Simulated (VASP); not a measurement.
Li2Se:

```
CELL_PARAMETERS angstrom
0.00000 3.00845 3.00845
3.00845 0.00000 3.00845
3.00845 3.00845 0.00000
ATOMIC_POSITIONS crystal
Li 0.25000 0.25000 0.25000
Li 0.75000 0.75000 0.75000
Se 0.00000 0.00000 0.00000
```

Base run:

```yaml
Program: VASP 6.6.1
Functional: PBE
Potentials_or_basis: VASP PAW PBE potentials, release 64 (Li_sv, Se)
Cutoff: 750 eV
k_mesh: 6 × 6 × 6
Occupations: gaussian, width 0.05 eV
Spin: no spin polarisation
```

Its results: band gap on the k mesh 2.98 eV, indirect (least direct gap 3.36 eV); pressure -0.2 GPa.

Question: The run is repeated on the same cell with these changes: functional from PBE to r2SCAN; cutoff from 750 eV to 830 eV; k mesh from 6 × 6 × 6 to 8 × 8 × 8. What comes out?

Answer: Band gap on the k mesh 3.47 eV, indirect (least direct gap 4.11 eV); pressure -0.7 GPa.

Several settings changed at once, so the effect can't be laid on one alone.

Caveats: the PAW data sets were made with another functional, which shifts forces and pressure a little (some runs).

A k mesh can miss the band edges.
